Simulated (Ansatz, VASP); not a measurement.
**One calculation of Ta4C3, two programs**

The input INCAR:

```
  PREC = Accurate
  ENCUT = 520
  EDIFF = 1E-6
  ISMEAR = 0
  SIGMA = 0.15
  LREAL = F
  LASPH = T
  NELM = 60
  ALGO = Normal
  ISIF = 2
  LWAVE = F
  LCHARG = F
  GGA = PS
  NBANDS = 37
```

File KPOINTS:

```
regular mesh
0
Gamma
  10 10 10
```

The input POSCAR:

```
Ta4C3
1.0
    4.2264981175      0.0000000000      0.0000000000
    0.0000000000      4.2264981175      0.0000000000
    0.0000000000      0.0000000000      4.2264981175
Ta C
4 3
Direct
    0.0000000000      0.5000000000      0.5000000000
    0.5000000000      0.0000000000      0.5000000000
    0.5000000000      0.5000000000      0.0000000000
    0.0000000000      0.0000000000      0.0000000000
    0.5000000000      0.0000000000      0.0000000000
    0.0000000000      0.5000000000      0.0000000000
    0.0000000000      0.0000000000      0.5000000000
```

Input for Ansatz:

```yaml
crystal:
  lattice:
    - [4.2264981175, 0.0, 0.0]
    - [0.0, 4.2264981175, 0.0]
    - [0.0, 0.0, 4.2264981175]
  atoms:
    - { symbol: Ta, position: [0.0, 0.5, 0.5] }
    - { symbol: Ta, position: [0.5, 0.0, 0.5] }
    - { symbol: Ta, position: [0.5, 0.5, 0.0] }
    - { symbol: Ta, position: [0.0, 0.0, 0.0] }
    - { symbol: C, position: [0.5, 0.0, 0.0] }
    - { symbol: C, position: [0.0, 0.5, 0.0] }
    - { symbol: C, position: [0.0, 0.0, 0.5] }
basis:
  ecutwfc: 420
kpoints:
  mp_grid: { grid: [10, 10, 10] }
hamiltonian:
  xc: pbesol
scf:
  occupations: { method: gaussian, width: 0.15 }
output:
  forces: true
  stress: true
  eigenvalues: true
  write_density: true
  write_potential: true
  elf: true
  volumetric_format: npy
```

Change from the starting cell: strain -0.040 along x and y, -0.040 along z, atoms carried along.

Alike in both runs: task single point; functional PBEsol; k mesh 10 × 10 × 10; occupations gaussian, width 0.15 eV; no spin polarisation.

```csv
,VASP,Ansatz
version,VASP 6.6.1,Ansatz 0.2.0
potentials or method,"VASP PAW PBE potentials, release 64 (Ta_pv, C), cutoff 520 eV","scalar-relativistic, plane waves, PAW"
valence electrons in the cell,56,64
```

|  | VASP | Ansatz | Ansatz less VASP |
| --- | --- | --- | --- |
| gap on the k mesh at the Fermi level (eV) | none | none | - |
| pressure (GPa) | 50.4 | 49.1 | -1.30 |

VASP's potentials were made for PBE, not for PBEsol. A gap of «none» marks a metal or a gap that the smearing closes. Both programs put the cell under a high pressure, so it lies far from rest at this level. VASP's potentials hold 56 valence electrons a cell and Ansatz's 64, so a difference there can come from the potentials and not from the codes.

Neither program's run includes spin-orbit coupling.
